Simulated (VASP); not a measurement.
A run of VASP 6.6.1 is set up as follows.

INCAR

```
SYSTEM = Co
ALGO = Normal
EDIFF = 1E-7
ENCUT = 520
GGA = PS
ISIF = 2
ISMEAR = -1
ISPIN = 2
LASPH = .True.
LCHARG = .True.
LELF = .True.
LMAXMIX = 4
LORBIT = 11
LREAL = .False.
LVHAR = .True.
LWAVE = .False.
MAGMOM = 1.754
NBANDS = 14
NELM = 150
PREC = Accurate
SIGMA = 0.05
```

Contents of KPOINTS:

```
k-points
0
Gamma
  15 15 15
  0 0 0
```

POSCAR

```
Co
1.0
    2.2955871446      0.0000000000      0.0000000000
    0.0000000000      2.2955871446      0.0000000000
    0.0000000000      0.0000000000      2.2955871446
Co
1
Direct
    0.0000000000      0.0000000000      0.0000000000
```

Potentials or basis: VASP PAW PBE potentials, release 64 (Co).

Run with:

```console
$ cat potpaw_PBE.64/Co/POTCAR > POTCAR
$ mpirun -np 1 vasp_std > vasp.out
```

Task: Estimate the site moments.

Result: Co +1.74 μB.

Task: Predict the net moment.

Result: 1.74 μB per cell.
